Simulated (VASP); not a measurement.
Input of a VASP 6.6.1 run:

INCAR

```
SYSTEM = SrTiO3
  ALGO = Normal
  EDIFF = 1E-7
  ENCUT = 520
  GGA = PE
  ISIF = 2
  ISMEAR = 0
  LASPH = .TRUE.
  LCHARG = .FALSE.
  LREAL = .FALSE.
  LWAVE = .FALSE.
  NBANDS = 28
  NELM = 80
  PREC = Accurate
  SIGMA = 0.02
```

Contents of KPOINTS:

```
k-points
0
G
  8 8 8
  0 0 0
```

File POSCAR:

```
SrTiO3
1.0
    2.8011972232     -2.7911213305      0.0010145785
    2.8011972232      2.7911213305      0.0010145785
   -0.0136720685      0.0000000000      3.9358260826
Sr Ti O
1 1 3
Direct
    0.5122274745      0.5122274745      0.4925187706
    0.0151412246      0.0151412246      0.9901098873
    0.4906322308      0.9912192578      0.0057149723
    0.9912192578      0.4906322308      0.0057149723
    0.9904162077      0.9904162077      0.5059478797
```

Potentials or basis: VASP PAW PBE potentials, release 64 (Sr_sv, Ti_sv, O).

The run is started by

```bash
$ cat potpaw_PBE.64/Sr_sv/POTCAR potpaw_PBE.64/Ti_sv/POTCAR potpaw_PBE.64/O/POTCAR > POTCAR
$ mpirun -np 1 vasp_std > vasp.out
```

Question: Estimate the band gap on the k mesh.

Answer: 2.12 eV (least direct gap 2.65 eV).

Question: Estimate the pressure.

Answer: 0.6 GPa.

Question: What does it give for the largest force?

Answer: 0.051 eV/Å.

Forces on the atoms (eV/Å):
```
Sr  -0.013  0.000  0.005
Ti  -0.048  0.000  0.015
O    0.029 -0.025  0.002
O    0.029  0.025  0.002
O    0.003  0.000 -0.024
```

A k mesh can miss the band edges.
